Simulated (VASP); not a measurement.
Input of a VASP 6.6.1 run:

File INCAR:

```
ALGO     = Normal         # electronic algorithm
EDIFF    = 1E-6           # SCF threshold, eV
ENCUT    = 600            # plane-wave cutoff, eV
GGA_COMPAT= F            
ISIF     = 2              # what is computed and relaxed
ISMEAR   = 0              # smearing method
LASPH    = T              # aspherical terms in the spheres
LCHARG   = F              # write CHGCAR
LREAL    = F              # projectors in reciprocal space
LWAVE    = F              # write WAVECAR
NBANDS   = 11             # bands
NELM     = 120            # most SCF steps
PREC     = Accurate       # precision mode
SIGMA    = 0.02           # smearing width, eV
```

File KPOINTS:

```
k-points
0
Gamma
  8 8 8
```

The input POSCAR:

```
MgS
1.0
    0.0000000000      2.5648456085      2.5648456085
    2.5648456085      0.0000000000      2.5648456085
    2.5648456085      2.5648456085      0.0000000000
Mg S
1 1
Direct
    0.0000000000      0.0000000000      0.0000000000
    0.5000000000      0.5000000000      0.5000000000
```

Potentials or basis: VASP PAW LDA potentials, release 64 (Mg, S).

Command:

```bash
$ cat potpaw_LDA.64/Mg/POTCAR potpaw_LDA.64/S/POTCAR > POTCAR
$ mpirun -np 1 vasp_std > vasp.out
```

Predict the pressure.

-0.6 GPa.

Predict the band gap on the k mesh.

2.65 eV, indirect (least direct gap 3.84 eV).

A k mesh can miss the band edges.
